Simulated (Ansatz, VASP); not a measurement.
## One calculation of Al3C, two programs

```
Al C
1.0
     4.52417    0.00000    0.00000
    -2.26209    3.91805    0.00000
     0.00000    0.00000    3.69276
Al C
3 1
Direct
  0.00000 0.00000 0.50000
  0.33333 0.66667 0.00000
  0.66667 0.33333 0.00000
  0.00000 0.00000 0.00000
```

Alike in both runs: functional PBE; k mesh 12 × 12 × 12; occupations gaussian, width 0.1 eV; no spin polarisation.

Ansatz relaxed the structure, and its values are those at the end. VASP's run is a single point on that final structure, the one shown.

```csv
,VASP,Ansatz
version,VASP 6.6.1,Ansatz 0.2.0
potentials or method,"VASP PAW PBE potentials, release 64 (Al, C), cutoff 600 eV","scalar-relativistic, plane waves, PAW"
valence electrons in the cell,13,13
```

```csv
,VASP,Ansatz,Ansatz less VASP
gap on the k mesh at the Fermi level (eV),none,none,-
pressure (GPa),-0.1,0.0,+0.07
```

A gap of «none» marks a metal or a gap that the smearing closes.
